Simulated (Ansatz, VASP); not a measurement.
# Two plane-wave programs on Ti2O

The input POSCAR:

```
Ti2O
1.0
    2.9193980238      0.0000000000      0.0000000000
   -1.4596990119      2.5282728524      0.0000000000
    0.0000000000      0.0000000000      4.7130000000
Ti O
2 1
Direct
    0.6666666667      0.3333333333      0.2787400000
    0.3333333333      0.6666666667      0.7212600000
    0.0000000000      0.0000000000      0.0000000000
```

Contents of INCAR.step1:

```
SYSTEM = Ti2O
PREC = Accurate
ENCUT = 1480
ISMEAR = 0
SIGMA = 0.4
LREAL = .FALSE.
LASPH = .TRUE.
NELM = 120
NBANDS = 22
GGA = PE
ALGO = Normal
EDIFF = 1E-5
LWAVE = .TRUE.
LCHARG = .FALSE.
GGA_COMPAT = .FALSE.
```

INCAR.step2

```
SYSTEM = Ti2O
PREC = Accurate
ENCUT = 1480
EDIFF = 1E-6
ISMEAR = 0
SIGMA = 0.4
LREAL = .FALSE.
LASPH = .TRUE.
NELM = 120
ALGO = Normal
ISIF = 2
LWAVE = .FALSE.
LCHARG = .FALSE.
METAGGA = R2SCAN
LMIXTAU = .TRUE.
NBANDS = 22
ISTART = 1
GGA_COMPAT = .FALSE.
```

KPOINTS

```
Automatic mesh
0
G
  9 9 5
  0 0 0
```

Input for Ansatz:

```yaml
crystal:
  lattice:
    - [2.9193980238, 0.0, 0.0]
    - [-1.4596990119, 2.5282728524, 0.0]
    - [0.0, 0.0, 4.713]
  atoms:
    - { symbol: Ti, position: [0.6666666667, 0.3333333333, 0.27874] }
    - { symbol: Ti, position: [0.3333333333, 0.6666666667, 0.72126] }
    - { symbol: O, position: [0.0, 0.0, 0.0] }
basis:
  ecutwfc: 500
kpoints:
  mp_grid: { grid: [9, 9, 5] }
hamiltonian:
  xc: r2scan
scf:
  occupations: { method: gaussian, width: 0.4 }
output:
  forces: true
  stress: true
  eigenvalues: true
```

Alike in both runs: task single point; functional r2SCAN; k mesh 9 × 9 × 5; occupations gaussian, width 0.4 eV; no spin polarisation.

|  | VASP | Ansatz |
| --- | --- | --- |
| version | VASP 6.6.1 | Ansatz 0.2.0 |
| potentials or method | VASP PAW PBE potentials, release 64 (Ti_sv, O_h), cutoff 1480 eV | scalar-relativistic, plane waves, PAW |
| valence electrons in the cell | 30 | 30 |

|  | VASP | Ansatz | Ansatz less VASP |
| --- | --- | --- | --- |
| gap on the k mesh at the Fermi level (eV) | none | none | - |
| pressure (GPa) | 10.3 | 9.2 | -1.14 |
| traceless stress, the component that is largest in VASP (GPa) | 5.47 | 5.40 | -0.064 |
| rms of the force components (eV/Å) | 0.497 | 0.517 | +0.0194 |

VASP's potentials were made for PBE, not for r2SCAN. Atom by atom the forces differ by 0.019 eV/Å (rms over components). A gap of «none» marks a metal or a gap that the smearing closes.
